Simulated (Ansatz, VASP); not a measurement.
GaAsSe3: VASP beside Ansatz

```xyz
10
Lattice="3.4193 1.9741 6.2772 -3.4193 1.9741 6.2772 0.0000 -3.9483 6.2772" Properties=species:S:1:pos:R:3 pbc="T T T"
Ga    0.0000    0.0000    3.8835
Ga    0.0000    0.0000   13.2992
As    0.0000    0.0000    0.3755
As    0.0000    0.0000    9.7913
Se    1.9821    0.1983   11.2916
Se   -0.8193   -1.8157   11.2916
Se   -1.1628    1.6174   11.2916
Se   -2.6000    0.1585    8.1530
Se    1.1628   -2.3309    8.1530
Se    1.4372    2.1724    8.1530
```

Alike in both runs: functional PBE; k mesh 2 × 2 × 2; occupations gaussian, width 0.15 eV; no spin polarisation.

Ansatz relaxed the structure, and its values are those at the end. VASP's run is a single point on that final structure, the one shown.

```csv
,VASP,Ansatz
version,VASP 6.6.1,Ansatz 0.2.0
potentials or method,"VASP PAW PBE potentials, release 64 (Ga_d, As, Se), cutoff 500 eV","scalar-relativistic, plane waves, PAW"
valence electrons in the cell,72,152
```

|  | VASP | Ansatz | Ansatz less VASP |
| --- | --- | --- | --- |
| gap on the k mesh at the Fermi level (eV) | 1.14 | 1.14 | +0.002 |
| least direct gap on the mesh (eV) | 1.25 | 1.25 | +0.001 |
| pressure (GPa) | 0.0 | -0.1 | -0.13 |
| rms of the force components (eV/Å) | 0.035 | 0.041 | +0.0056 |

VASP's potentials hold 72 valence electrons a cell and Ansatz's 152, so a difference there can come from the potentials and not from the codes.

The k mesh is coarse, so the values compare programs but aren't converged.
